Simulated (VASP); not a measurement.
Write the native input for VASP 6.6.1 that does the following.

```
Task                   : single point
Functional             : r2SCAN
Potentials or basis    : VASP PAW PBE potentials, release 64 (Cu, O)
Cutoff                 : 520 eV
k mesh                 : 4 × 4 × 2
Occupations            : gaussian, width 0.1 eV
Spin                   : collinear spin, ferromagnetic start
Starting moments       : [0.69, 0.69, 0.36, 0.36] μB
Dipole correction      : no
Further INCAR settings : ALGO = Normal; EDIFF = 1e-07; NBANDS = 29
```

CuO:

```
CELL_PARAMETERS angstrom
1.99097 -2.15355 0.00000
1.99097 2.15355 0.00000
0.00000 0.00000 5.15593
ATOMIC_POSITIONS crystal
Cu 0.00000 0.50000 0.00000
Cu 0.50000 0.00000 0.50000
O 0.50000 0.50000 0.25000
O 0.50000 0.50000 0.75000
```

One way to write it, as run:

POSCAR

```
CuO
1.0
    1.9909680000     -2.1535500000      0.0000000000
    1.9909680000      2.1535500000      0.0000000000
    0.0000000000      0.0000000000      5.1559280000
Cu O
2 2
Direct
    0.0000000000      0.5000000000      0.0000000000
    0.5000000000      0.0000000000      0.5000000000
    0.5000000000      0.5000000000      0.2500000000
    0.5000000000      0.5000000000      0.7500000000
```

INCAR.step1

```
ALGO = Normal ; EDIFF = 1E-4
ENCUT = 520 ; GGA = PE
ISMEAR = 0 ; ISPIN = 2
LASPH = T ; LCHARG = F
LMAXMIX = 4 ; LREAL = F
LWAVE = T ; MAGMOM = 0.69 0.69 0.36 0.36
NBANDS = 29 ; NELM = 150
PREC = Accurate ; SIGMA = 0.1
```

INCAR.step2

```
ALGO = Normal ; EDIFF = 1E-7
ENCUT = 520 ; ISIF = 2
ISMEAR = 0 ; ISPIN = 2
ISTART = 1 ; LASPH = T
LCHARG = F ; LMAXMIX = 4
LMIXTAU = T ; LORBIT = 11
LREAL = F ; LWAVE = F
MAGMOM = 0.69 0.69 0.36 0.36 ; METAGGA = R2SCAN
NBANDS = 29 ; NELM = 150
PREC = Accurate ; SIGMA = 0.1
```

KPOINTS

```
k-points
0
Gamma
  4 4 2
```

Potentials or basis: VASP PAW PBE potentials, release 64 (Cu, O).

Launch:

```bash
$ cat potpaw_PBE.64/Cu/POTCAR potpaw_PBE.64/O/POTCAR > POTCAR
$ cp INCAR.step1 INCAR
$ mpirun -np 1 vasp_std > vasp.out
$ cp INCAR.step2 INCAR
$ mpirun -np 1 vasp_std > vasp.out
```

Results of the run:

| Property | Result |
| --- | --- |
| Pressure | -4.1 GPa |
| Band gap on the k mesh | zero (filled and empty bands overlap) |
| Net moment | 0.00 μB per cell |
| Valence electrons inside the program's atomic spheres | Cu 9.92; O 4.98 |

Caveat: the k points lie up to 0.61 Å⁻¹ apart, too coarse for converged energies and pressures of a metal; the PAW data sets were made with another functional, which shifts forces and pressure a little; semilocal functionals often make such compounds metallic where correlation or magnetic order opens a gap, which also shifts bond lengths.

It took 59 s on 1 thread of Intel(R) Xeon(R) 6975P-C (Granite Rapids), on a shared host, peak memory 0.19 GiB.
